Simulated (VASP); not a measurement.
# LiH (P4/mmm) in VASP: notebook

LiH is run at these levels: PBE; tasks: single point, relaxation of cell and atoms.

All numbers are computed with VASP 6.6.1; they aren't measurements. Logs are shortened: lines on timing, memory, paths and dates and some standing lists are left out, and cuts for length are marked.

## (1) The cell of the first run

It takes space group P4/mmm (No. 123, tetragonal). Conventional cell: a = 2.461 Å, b = 2.461 Å, c = 3.312 Å, α = 90.00°, β = 90.00°, γ = 90.00°. Li (site symmetry 4/mmm) has 8 H at 2.40 Å and 4 Li at 2.46 Å within 3.2 Å. H (site symmetry 4/mmm) has 8 Li at 2.40 Å and 4 H at 2.46 Å within 3.2 Å.

## (2) Single point, PBE

INCAR

```
SYSTEM = LiH
PREC = Accurate ; ENCUT = 520
EDIFF = 1E-6 ; ISMEAR = 0
SIGMA = 0.1 ; LREAL = .False.
LASPH = .True. ; NELM = 100
ALGO = Normal ; ISIF = 2
LWAVE = .False. ; LCHARG = .True.
GGA = PE ; LELF = .True.
LVHAR = .True. ; NBANDS = 9
```

KPOINTS

```
Automatic mesh
0
Gamma
  8 8 6
  0 0 0
```

POSCAR

```
LiH
1.0
    2.4609181900      0.0000000000      0.0000000000
    0.0000000000      2.4609181900      0.0000000000
    0.0000000000      0.0000000000      3.3124463100
Li H
1 1
Direct
    0.5000000000      0.5000000000      0.5000000000
    0.0000000000      0.0000000000      0.0000000000
```

Potentials or basis: VASP PAW PBE potentials, release 64 (Li_sv, H).

On the command line:

```
> cat potpaw_PBE.64/Li_sv/POTCAR potpaw_PBE.64/H/POTCAR > POTCAR
> mpirun -np 1 vasp_std > vasp.out
```

OUTCAR:

```text
SYSTEM = LiH
   PREC = Accurate
   ENCUT = 520
   EDIFF = 1E-6
   ISMEAR = 0
   LREAL = .False.
   LASPH = .True.
   NELM = 100
   ISIF = 2
   GGA = PE

 ion  position               nearest neighbor table
   1  0.500  0.500  0.500-
   2  0.000  0.000  0.000-

  LATTYP: Found a simple tetragonal cell.
 ALAT       =     2.4609181900
 C/A-ratio  =     1.3460204908

  Lattice vectors:

 A1 = (   2.4609181900,   0.0000000000,   0.0000000000)
 A2 = (   0.0000000000,   2.4609181900,   0.0000000000)
 A3 = (   0.0000000000,   0.0000000000,   3.3124463100)

Analysis of symmetry for initial positions (statically):
=====================================================================
 Subroutine PRICEL returns:
 Original cell was already a primitive cell.

 Routine SETGRP: Setting up the symmetry group for a
 simple tetragonal supercell.

 Subroutine GETGRP returns: Found 16 space group operations
 (whereof 16 operations were pure point group operations)
 out of a pool of 16 trial point group operations.

The static configuration has the point symmetry D_4h.

Analysis of symmetry for dynamics (positions and initial velocities):
=====================================================================
 Subroutine PRICEL returns:
 Original cell was already a primitive cell.

 Routine SETGRP: Setting up the symmetry group for a
 simple tetragonal supercell.

 Subroutine GETGRP returns: Found 16 space group operations
 (whereof 16 operations were pure point group operations)
 out of a pool of 16 trial point group operations.

The dynamic configuration has the point symmetry D_4h.

 Subroutine INISYM returns: Found 16 space group operations
 (whereof 16 operations are pure point group operations),
 and found     1 'primitive' translations

----------------------------------------------------------------------------------------

                                     Primitive cell

  volume of cell :      20.0606

  direct lattice vectors                    reciprocal lattice vectors
     2.460918190  0.000000000  0.000000000     0.406352395  0.000000000  0.000000000
     0.000000000  2.460918190  0.000000000     0.000000000  0.406352395  0.000000000
     0.000000000  0.000000000  3.312446310     0.000000000  0.000000000  0.301891686

  length of vectors
     2.460918190  2.460918190  3.312446310     0.406352395  0.406352395  0.301891686

  position of ions in fractional coordinates (direct lattice)
     0.500000000  0.500000000  0.500000000
     0.000000000  0.000000000  0.000000000

  ion indices of the primitive-cell ions
   primitive index   ion index
                 1           1
                 2           2

----------------------------------------------------------------------------------------

 KPOINTS: Automatic mesh

Automatic generation of k-mesh.
 Grid dimensions read from file:
 generate k-points for:    8    8    6

 Generating k-lattice:

  Cartesian coordinates                     Fractional coordinates (reciprocal lattice)
     0.050794049  0.000000000  0.000000000     0.125000000  0.000000000  0.000000000
     0.000000000  0.050794049  0.000000000     0.000000000  0.125000000  0.000000000
     0.000000000  0.000000000  0.050315281     0.000000000  0.000000000  0.166666667

  Length of vectors
     0.050794049  0.050794049  0.050315281

  Shift w.r.t. Gamma in fractional coordinates (k-lattice)
     0.000000000  0.000000000  0.000000000

 Subroutine IBZKPT returns following result:
 ===========================================

 Found     60 irreducible k-points:

 Following reciprocal coordinates:
            Coordinates               Weight
  0.000000  0.000000  0.000000      1.000000
  0.125000  0.000000  0.000000      4.000000
  0.250000  0.000000  0.000000      4.000000
  0.375000  0.000000  0.000000      4.000000
  0.500000  0.000000  0.000000      2.000000
  0.125000  0.125000  0.000000      4.000000
[... 16 lines left out ...]
  0.375000  0.125000  0.166667     16.000000
  0.500000  0.125000  0.166667      8.000000
 [... further k-points ...]
   k-points           NKPTS =     60   k-points in BZ     NKDIM =     60   number of bands    NBANDS=      9
   number of dos      NEDOS =    301   number of ions     NIONS =      2
   total plane-waves  NPLWV =   9072
   dimension x,y,z NGX =    18 NGY =   18 NGZ =   28
   dimension x,y,z NGXF=    36 NGYF=   36 NGZF=   56
   ions per type =               1   1
   NGX,Y,Z   is equivalent  to a cutoff of  12.16, 12.16, 14.05 a.u.
   NGXF,Y,Z  is equivalent  to a cutoff of  24.32, 24.32, 28.11 a.u.
 SYSTEM =  LiH
   PREC   = accura    normal or accurate (medium, high low for compatibility)
   ISTART =      0    job   : 0-new  1-cont  2-samecut
   ICHARG =      2    charge: 1-file 2-atom 10-const
   ISPIN  =      1    spin polarized calculation?
   LNONCOLLINEAR =      F non collinear calculations
   LSORBIT =      F    spin-orbit coupling
   LASPH  =      T    aspherical Exc in radial PAW
   ENCUT  =  520.0 eV  38.22 Ry    6.18 a.u.   4.58  4.58  6.16*2*pi/ulx,y,z
   NELM   =    100;   NELMIN=  2; NELMDL= -5     # of ELM steps
   EDIFF  = 0.1E-05   stopping-criterion for ELM
   LREAL  =      F    real-space projection
   EDIFFG = 0.1E-04   stopping-criterion for IOM
   NSW    =      0    number of steps for IOM
   IBRION =     -1    ionic relax: 0-MD 1-quasi-New 2-CG
   NFREE  =      0    steps in history (QN), initial steepest desc. (CG)
   ISIF   =      2    stress and relaxation
   ISYM   =      2    0-nonsym 1-usesym 2-fastsym
   POTIM  = 0.5000    time-step for ionic-motion
   TEBEG  =    0.0;   TEEND  =   0.0 temperature during run
   PSTRESS=    0.0 pullay stress
   NELECT =       4.0000    total number of electrons
   NUPDOWN=      -1.0000    fix difference up-down
   EMIN   =  10.00;   EMAX   =-10.00  energy-range for DOS
   EFERMI =   0.00;   METHOD = LEGACY
   ISMEAR =     0;   SIGMA  =   0.10  broadening in eV -4-tet -1-fermi 0-gaus
   EFERMI_NEDOS =   21; number of points for ismear=-14 and -15
   IALGO  =     38    algorithm
   IMIX   =      4    mixing-type and parameters
     AMIX     =   0.40;   BMIX     =  1.00
     AMIX_MAG =   1.60;   BMIX_MAG =  1.00
  volume/ion in A,a.u.               =      10.03        67.69
  Fermi-wavevector in a.u.,A,eV,Ry     =   0.956417  1.807365 12.445694  0.914733
  Thomas-Fermi vector in A             =   2.085343
   LORBIT       =      0    0 simple, 1 ext, 2 COOP (PROOUT), +10 PAW based schemes
   GGA     = PE    functional components
   LHFCALC =     F    Hartree Fock is set to
   AEXX    =    0.0000 exact exchange contribution
   IVDW    =     0    specifies the selected vdW correction
   LEPSILON=     F    determine dielectric tensor
   LRPA    =     F    only Hartree local field effects (RPA)
 non-spin polarized calculation
 Gauss-broadening in eV      SIGMA  =   0.10
  energy-cutoff  :      520.00
  volume of cell :       20.06
 maximum number of plane-waves:       556
   NGX =  9   NGY =  9   NGZ = 13

 number of electron       4.0000003 magnetization

 Free energy of the ion-electron system (eV)
  ---------------------------------------------------
  ext. energy  EPLUGINS =         0.00000000
  ---------------------------------------------------
  free energy    TOTEN  =        -5.05606392 eV

  energy without entropy =       -5.05473059  energy(sigma->0) =       -5.05539725

 E-fermi :   1.3834     XC(G=0):  -7.9523

 val. band max:        1.3037201325   @ k =   0.5000   0.3750   0.3333
 cond. band min:       1.3952448623   @ k =   0.2500   0.0000   0.5000
 fundamental gap:      0.0915247298
 Fermi energy:         1.3834420087

 k-point     1 :       0.0000    0.0000    0.0000
  band No.  band energies     occupation
      1     -46.1080      2.00000
      2      -5.4048      2.00000
      3       6.7141      0.00000
      4       7.9910      0.00000
      5      16.1934      0.00000
      6      16.1934      0.00000
      7      17.1144      0.00000
      8      19.1839      0.00000
      9      28.0912      0.00000

 k-point     2 :       0.1250    0.0000    0.0000
  band No.  band energies     occupation
      1     -46.0995      2.00000
      2      -5.1200      2.00000
      3       7.0923      0.00000
      4       8.0556      0.00000
      5      12.2905      0.00000
      6      16.5469      0.00000
      7      17.6899      0.00000
      8      22.8886      0.00000
      9      25.1273      0.00000

 k-point     3 :       0.2500    0.0000    0.0000
  band No.  band energies     occupation
      1     -46.0792      2.00000
      2      -4.3096      2.00000
      3       8.0651      0.00000
      4       8.2203      0.00000
      5       8.3881      0.00000
      6      17.5825      0.00000
      7      17.6887      0.00000
      8      20.5511      0.00000
      9      24.4116      0.00000

 k-point     4 :       0.3750    0.0000    0.0000
  band No.  band energies     occupation
      1     -46.0587      2.00000
      2      -3.1846      2.00000
      3       5.1625      0.00000
      4       8.3255      0.00000
      5      10.0549      0.00000
      6      16.5141      0.00000
      7      17.6662      0.00000
      8      19.1571      0.00000
      9      23.7988      0.00000
[... 205 lines left out ...]
 k-point    22 :       0.2500    0.1250    0.1667
  band No.  band energies     occupation
      1     -46.0706      2.00000
      2      -3.7610      2.00000
      3       5.2490      0.00000
      4       8.6386      0.00000
      5      11.1918      0.00000
      6      14.2780      0.00000
      7      19.0107      0.00000
      8      22.2096      0.00000
      9      23.6133      0.00000

 k-point    23 :       0.3750    0.1250    0.1667
  band No.  band energies     occupation
      1     -46.0504      2.00000
      2      -2.5716      2.00000
      3       5.4195      0.00000
      4       6.3298      0.00000
      5      11.0252      0.00000
      6      15.9378      0.00000
      7      16.9040      0.00000
      8      22.0765      0.00000
      9      22.1983      0.00000

 k-point    24 :       0.5000    0.1250    0.1667
  band No.  band energies     occupation
      1     -46.0420      2.00000
      2      -1.8451      2.00000
      3       4.1648      0.00000
      4       6.7047      0.00000
      5      10.8758      0.00000
      6      16.0042      0.00000
      7      17.6271      0.00000
      8      19.9878      0.00000
      9      21.8112      0.00000

 [... further k-points ...]
[... 5 lines left out ...]
  --------------------------------------------------------------------------------------
  -------------------------------------------------------------------------------------
  Total        1.0306741      1.0306741     -3.7128703      0.0000000      0.0000000      0.0000000
  in kB       82.3168477     82.3168477   -296.5358171      0.0000000      0.0000000      0.0000000
  external PRESSURE =     -43.9673739 kB  Pullay stress =       0.0000000 kB

 VOLUME and BASIS-vectors are now :
 -----------------------------------------------------------------------------
  energy-cutoff  :      520.00
  volume of cell :       20.06
      direct lattice vectors                 reciprocal lattice vectors
     2.460918190  0.000000000  0.000000000     0.406352395  0.000000000  0.000000000
     0.000000000  2.460918190  0.000000000     0.000000000  0.406352395  0.000000000
     0.000000000  0.000000000  3.312446310     0.000000000  0.000000000  0.301891686

 POSITION                                       TOTAL-FORCE (eV/Angst)
 -----------------------------------------------------------------------------------
      1.23046      1.23046      1.65622         0.000000      0.000000      0.000000
      0.00000      0.00000      0.00000         0.000000      0.000000      0.000000
 -----------------------------------------------------------------------------------
    total drift:                                0.000000     -0.000000     -0.000000

  FREE ENERGIE OF THE ION-ELECTRON SYSTEM (eV)
  ---------------------------------------------------
  free  energy   TOTEN  =        -5.0560639176 eV

  energy  without entropy=       -5.0547305922  energy(sigma->0) =       -5.05539725
```

Wall time 3.5 s (1 thread of Intel Xeon 6975P-C (Granite Rapids), shared host); peak memory 0.12 GiB.

Results:

| Property | Result |
| --- | --- |
| Free energy | -5.0561 eV |
| Band gap on the k mesh | zero (band 2 reaches 2.42 eV, above the bottom of band 3 at 0.76 eV) |

Caveat: the cutoff is under 1.25 times the usual one of these potentials, so pressure, stress and relaxed cells hold a basis-set (Pulay) error.

[end of part 1 of 2]
